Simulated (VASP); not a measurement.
# Au (Fm-3m) in VASP: settings compared

The runs below take Au through single point, with SVWN5, LDA.

Everything below comes from runs of VASP 6.6.1. Logs are shortened: lines on timing, memory, paths and dates and some standing lists are left out, and cuts for length are marked.

### 1 The cell of the first run

Symmetry: Fm-3m, No. 225, cubic system. Conventional cell: a = 4.097 Å, b = 4.097 Å, c = 4.097 Å, α = 90.00°, β = 90.00°, γ = 90.00°. Within 3.8 Å of Au (site symmetry m-3m) lie 12 Au at 2.90 Å.

### 2 Single point, SVWN5

Input file INCAR:

```
SYSTEM = Au
PREC = Accurate ; ENCUT = 520
EDIFF = 1E-6 ; ISMEAR = -1
SIGMA = 0.05 ; LREAL = .FALSE.
LASPH = .TRUE. ; NELM = 100
ALGO = Normal ; ISIF = 2
LWAVE = .FALSE. ; LCHARG = .FALSE.
GGA = VW ; NBANDS = 12
```

Input file KPOINTS:

```
Automatic mesh
0
G
  11 11 11
  0 0 0
```

Input file POSCAR:

```
Au
1.0
    0.0000000000      2.0484772140      2.0484772140
    2.0484772140      0.0000000000      2.0484772140
    2.0484772140      2.0484772140      0.0000000000
Au
1
Direct
    0.0000000000      0.0000000000      0.0000000000
```

Potentials or basis: VASP PAW PBE potentials, release 64 (Au).

On the command line:

```console
> cat potpaw_PBE.64/Au/POTCAR > POTCAR
> mpirun -np 1 vasp_std > vasp.out
```

OUTCAR:

```text
SYSTEM = Au
   PREC = Accurate
   ENCUT = 520
   EDIFF = 1E-6
   ISMEAR = -1
   LREAL = .FALSE.
   LASPH = .TRUE.
   NELM = 100
   ISIF = 2
   GGA = VW

 ion  position               nearest neighbor table
   1  0.000  0.000  0.000-

  LATTYP: Found a face centered cubic cell.
 ALAT       =     4.0969544280

  Lattice vectors:

 A1 = (   0.0000000000,   2.0484772140,   2.0484772140)
 A2 = (   2.0484772140,   0.0000000000,   2.0484772140)
 A3 = (   2.0484772140,   2.0484772140,   0.0000000000)

Analysis of symmetry for initial positions (statically):
=====================================================================
 Subroutine PRICEL returns:
 Original cell was already a primitive cell.

 Routine SETGRP: Setting up the symmetry group for a
 face centered cubic supercell.

 Subroutine GETGRP returns: Found 48 space group operations
[... 9 lines left out ...]

 Routine SETGRP: Setting up the symmetry group for a
 face centered cubic supercell.

 Subroutine GETGRP returns: Found 48 space group operations
[... 11 lines left out ...]
                                     Primitive cell

  volume of cell :      17.1919

  direct lattice vectors                    reciprocal lattice vectors
     0.000000000  2.048477214  2.048477214    -0.244083750  0.244083750  0.244083750
     2.048477214  0.000000000  2.048477214     0.244083750 -0.244083750  0.244083750
     2.048477214  2.048477214  0.000000000     0.244083750  0.244083750 -0.244083750

  length of vectors
     2.896984258  2.896984258  2.896984258     0.422765456  0.422765456  0.422765456

  position of ions in fractional coordinates (direct lattice)
     0.000000000  0.000000000  0.000000000

  ion indices of the primitive-cell ions
   primitive index   ion index
                 1           1

----------------------------------------------------------------------------------------

 KPOINTS: Automatic mesh

Automatic generation of k-mesh.
 Grid dimensions read from file:
 generate k-points for:   11   11   11

 Generating k-lattice:

  Cartesian coordinates                     Fractional coordinates (reciprocal lattice)
    -0.022189432  0.022189432  0.022189432     0.090909091  0.000000000  0.000000000
     0.022189432 -0.022189432  0.022189432     0.000000000  0.090909091  0.000000000
     0.022189432  0.022189432 -0.022189432     0.000000000  0.000000000  0.090909091

  Length of vectors
     0.038433223  0.038433223  0.038433223

  Shift w.r.t. Gamma in fractional coordinates (k-lattice)
     0.000000000  0.000000000  0.000000000

 Subroutine IBZKPT returns following result:
 ===========================================

 Found     56 irreducible k-points:

 Following reciprocal coordinates:
            Coordinates               Weight
  0.000000  0.000000  0.000000      1.000000
  0.090909  0.000000  0.000000      8.000000
  0.181818  0.000000  0.000000      8.000000
  0.272727  0.000000  0.000000      8.000000
  0.363636  0.000000  0.000000      8.000000
  0.454545  0.000000  0.000000      8.000000
[... 16 lines left out ...]
 -0.272727  0.181818  0.000000     24.000000
 -0.181818  0.181818  0.000000     12.000000
 [... further k-points ...]
   k-points           NKPTS =     56   k-points in BZ     NKDIM =     56   number of bands    NBANDS=     12
   number of dos      NEDOS =    301   number of ions     NIONS =      1
   total plane-waves  NPLWV =  13824
   dimension x,y,z NGX =    24 NGY =   24 NGZ =   24
   dimension x,y,z NGXF=    48 NGYF=   48 NGZF=   48
   ions per type =               1
   NGX,Y,Z   is equivalent  to a cutoff of  13.77, 13.77, 13.77 a.u.
   NGXF,Y,Z  is equivalent  to a cutoff of  27.55, 27.55, 27.55 a.u.
 SYSTEM =  Au
   PREC   = accura    normal or accurate (medium, high low for compatibility)
   ISTART =      0    job   : 0-new  1-cont  2-samecut
   ICHARG =      2    charge: 1-file 2-atom 10-const
   ISPIN  =      1    spin polarized calculation?
   LNONCOLLINEAR =      F non collinear calculations
   LSORBIT =      F    spin-orbit coupling
   LASPH  =      T    aspherical Exc in radial PAW
   ENCUT  =  520.0 eV  38.22 Ry    6.18 a.u.   5.39  5.39  5.39*2*pi/ulx,y,z
   NELM   =    100;   NELMIN=  2; NELMDL= -5     # of ELM steps
   EDIFF  = 0.1E-05   stopping-criterion for ELM
   LREAL  =      F    real-space projection
   EDIFFG = 0.1E-04   stopping-criterion for IOM
   NSW    =      0    number of steps for IOM
   IBRION =     -1    ionic relax: 0-MD 1-quasi-New 2-CG
   NFREE  =      0    steps in history (QN), initial steepest desc. (CG)
   ISIF   =      2    stress and relaxation
   ISYM   =      2    0-nonsym 1-usesym 2-fastsym
   POTIM  = 0.5000    time-step for ionic-motion
   TEBEG  =    0.0;   TEEND  =   0.0 temperature during run
   PSTRESS=    0.0 pullay stress
   NELECT =      11.0000    total number of electrons
   NUPDOWN=      -1.0000    fix difference up-down
   EMIN   =  10.00;   EMAX   =-10.00  energy-range for DOS
[... 5 lines left out ...]
     AMIX     =   0.40;   BMIX     =  1.00
     AMIX_MAG =   1.60;   BMIX_MAG =  1.00
  volume/ion in A,a.u.               =      17.19       116.02
  Fermi-wavevector in a.u.,A,eV,Ry     =   1.410689  2.665816 27.076182  1.990043
  Thomas-Fermi vector in A             =   2.532617
   LORBIT       =      0    0 simple, 1 ext, 2 COOP (PROOUT), +10 PAW based schemes
   GGA     = VW    functional components
   LHFCALC =     F    Hartree Fock is set to
   AEXX    =    0.0000 exact exchange contribution
   IVDW    =     0    specifies the selected vdW correction
   LEPSILON=     F    determine dielectric tensor
   LRPA    =     F    only Hartree local field effects (RPA)
 non-spin polarized calculation
  energy-cutoff  :      520.00
  volume of cell :       17.19
 maximum number of plane-waves:       483
 NGX is ok and might be reduce to    24
   NGX = 11   NGY = 11   NGZ = 11

 number of electron      11.0000000 magnetization

 Free energy of the ion-electron system (eV)
  ---------------------------------------------------
  ext. energy  EPLUGINS =         0.00000000
  ---------------------------------------------------
  free energy    TOTEN  =        -4.45541088 eV

  energy without entropy =       -4.45436067  energy(sigma->0) =       -4.45488578

 E-fermi :   8.9515     XC(G=0): -12.9305

 val. band max:        8.7872813828   @ k =   0.4545   0.3636   0.0000
 cond. band min:       9.0718254136   @ k =  -0.4545   0.0909   0.0000
 fundamental gap:      0.2845440308
 Fermi energy:         8.9514929817

 k-point     1 :       0.0000    0.0000    0.0000
  band No.  band energies     occupation
      1      -0.9179      2.00000
      2       4.2939      2.00000
      3       4.2939      2.00000
      4       4.2939      2.00000
      5       5.8058      2.00000
      6       5.8058      2.00000
      7      23.5546      0.00000
      8      27.4233      0.00000
      9      27.4233      0.00000
     10      27.4233      0.00000
     11      32.3663      0.00000
     12      36.8464      0.00000

 k-point     2 :       0.0909    0.0000    0.0000
  band No.  band energies     occupation
      1      -0.6341      2.00000
      2       4.2058      2.00000
      3       4.3882      2.00000
      4       4.3882      2.00000
      5       5.7663      2.00000
      6       5.7663      2.00000
      7      23.8599      0.00000
      8      25.8003      0.00000
      9      27.7489      0.00000
     10      27.7489      0.00000
     11      33.0415      0.00000
     12      35.1254      0.00000

 k-point     3 :       0.1818    0.0000    0.0000
  band No.  band energies     occupation
      1       0.1469      2.00000
      2       4.0612      2.00000
      3       4.5592      2.00000
      4       4.5592      2.00000
      5       5.7698      2.00000
      6       5.7698      2.00000
      7      22.5742      0.00000
      8      24.6820      0.00000
      9      28.5169      0.00000
     10      28.5169      0.00000
     11      30.9328      0.00000
     12      33.0279      0.00000

 k-point     4 :       0.2727    0.0000    0.0000
  band No.  band energies     occupation
      1       1.0966      2.00000
      2       4.2849      2.00000
      3       4.5492      2.00000
      4       4.5492      2.00000
      5       6.0746      2.00000
      6       6.0746      2.00000
      7      19.1099      0.00000
      8      24.4350      0.00000
      9      28.5331      0.00000
     10      28.5331      0.00000
     11      30.8752      0.00000
     12      31.8862      0.00000

 k-point     5 :       0.3636    0.0000    0.0000
  band No.  band energies     occupation
      1       1.5903      2.00000
      2       4.3951      2.00000
      3       4.3951      2.00000
      4       5.5356      2.00000
      5       6.5763      2.00000
      6       6.5763      2.00000
      7      15.5258      0.00000
      8      23.5977      0.00000
      9      27.1078      0.00000
     10      27.1078      0.00000
     11      32.7545      0.00000
     12      32.7612      0.00000
[... 228 lines left out ...]
      1       2.3842      2.00000
      2       3.8344      2.00000
      3       4.8826      2.00000
      4       5.0167      2.00000
      5       6.9397      2.00000
      6      10.7286      0.00000
      7      11.9262      0.00000
      8      21.5756      0.00000
      9      24.1966      0.00000
     10      24.7518      0.00000
     11      34.1783      0.00000
     12      34.2662      0.00000

 k-point    22 :      -0.3636    0.1818    0.0000
  band No.  band energies     occupation
      1       2.4596      2.00000
      2       3.9170      2.00000
      3       4.8636      2.00000
      4       4.8683      2.00000
      5       6.4619      2.00000
      6       9.3635      0.00053
      7      14.0034      0.00000
      8      20.9618      0.00000
      9      24.7621      0.00000
     10      25.7867      0.00000
     11      32.4437      0.00000
     12      34.2532      0.00000

 k-point    23 :      -0.2727    0.1818    0.0000
  band No.  band energies     occupation
      1       2.3860      2.00000
      2       3.9207      2.00000
      3       4.2928      2.00000
      4       4.9738      2.00000
      5       5.7984      2.00000
      6       7.9915      2.00000
      7      17.2566      0.00000
      8      21.0838      0.00000
      9      25.3797      0.00000
     10      28.0994      0.00000
     11      30.1125      0.00000
     12      34.2853      0.00000

 k-point    24 :      -0.1818    0.1818    0.0000
  band No.  band energies     occupation
      1       1.6446      2.00000
      2       3.6945      2.00000
      3       4.4964      2.00000
      4       5.1590      2.00000
      5       5.2082      2.00000
      6       6.9859      2.00000
      7      20.1953      0.00000
      8      22.1727      0.00000
      9      26.6034      0.00000
     10      28.1408      0.00000
     11      30.5998      0.00000
     12      33.2640      0.00000

 [... further k-points ...]

------------------------ aborting loop because EDIFF is reached ----------------------------------------

  FORCE on cell =-STRESS in cart. coord.  units (eV):
  Direction    XX          YY          ZZ          XY          YZ          ZX
  --------------------------------------------------------------------------------------
  -------------------------------------------------------------------------------------
  Total       -0.7250962     -0.7250962     -0.7250962      0.0000000      0.0000000      0.0000000
  in kB      -67.5744920    -67.5744920    -67.5744920      0.0000000      0.0000000      0.0000000
  external PRESSURE =     -67.5744920 kB  Pullay stress =       0.0000000 kB

 VOLUME and BASIS-vectors are now :
 -----------------------------------------------------------------------------
  energy-cutoff  :      520.00
  volume of cell :       17.19
      direct lattice vectors                 reciprocal lattice vectors
     0.000000000  2.048477214  2.048477214    -0.244083750  0.244083750  0.244083750
     2.048477214  0.000000000  2.048477214     0.244083750 -0.244083750  0.244083750
     2.048477214  2.048477214  0.000000000     0.244083750  0.244083750 -0.244083750

 POSITION                                       TOTAL-FORCE (eV/Angst)
 -----------------------------------------------------------------------------------
      0.00000      0.00000      0.00000         0.000000      0.000000      0.000000
 -----------------------------------------------------------------------------------
    total drift:                               -0.000000      0.000000      0.000000

  FREE ENERGIE OF THE ION-ELECTRON SYSTEM (eV)
  ---------------------------------------------------
  free  energy   TOTEN  =        -4.4554108841 eV

  energy  without entropy=       -4.4543606664  energy(sigma->0) =       -4.45488578
```

Wall time 5 s (1 thread of Intel Xeon 6975P-C, shared host); peak memory 0.14 GiB.

What came out:

| Quantity | Value |
| --- | --- |
| Free energy | -4.4554 eV |
| Pressure | -6.8 GPa |

Levels at points of the mesh, in eV from the Fermi level:
```tsv
k point	band 4	band 5	band 6	band 7	band 8	band 9
(0.00, 0.00, 0.00)	-4.66	-3.15	-3.15	14.60	18.47	18.47
```

Caveat: the PAW data sets were made with another functional, which shifts forces and pressure a little; spin-orbit coupling is left out, which moves the levels of the heavy elements.

### 3 Single point, LDA

This run uses another cell than the first one, of 16.18 Å³/atom, 0.941 times its volume.

Input file INCAR:

```
ALGO = Fast ; EDIFF = 1E-6
ENCUT = 520 ; ISIF = 2
ISMEAR = -1 ; LASPH = T
LCHARG = F ; LREAL = F
LWAVE = F ; NBANDS = 12
NELM = 60 ; PREC = Accurate
SIGMA = 0.05
```

Input file KPOINTS:

```
k-points
0
Gamma
  11 11 11
```

Input file POSCAR:

```
Au
1.0
    0.0000000000      2.0074966285      2.0074966285
    2.0074966285      0.0000000000      2.0074966285
    2.0074966285      2.0074966285      0.0000000000
Au
1
Direct
    0.0000000000      0.0000000000      0.0000000000
```

Potentials or basis: VASP PAW LDA potentials, release 64 (Au).

On the command line:

```console
> cat potpaw_LDA.64/Au/POTCAR > POTCAR
> mpirun -np 1 vasp_std > vasp.out
```

Run time: 5.8 s. Hardware: 1 thread of Intel Xeon 6975P-C, shared host; peak memory 0.13 GiB.

The run converged. Its results:

```yaml
Free_energy: -4.4468 eV
Pressure: 5.6 GPa
```

Levels at points of the mesh, in eV from the Fermi level:
```csv
k point,band 2,band 3,band 4,band 5,band 6,band 7,band 8,band 9,band 10,band 11
"(0.00, 0.00, 0.00)",-4.97,-4.97,-4.97,-3.29,-3.29,14.43,18.68,18.68,18.68,23.88
```

Caveat: spin-orbit coupling is left out, which moves the levels of the heavy elements.
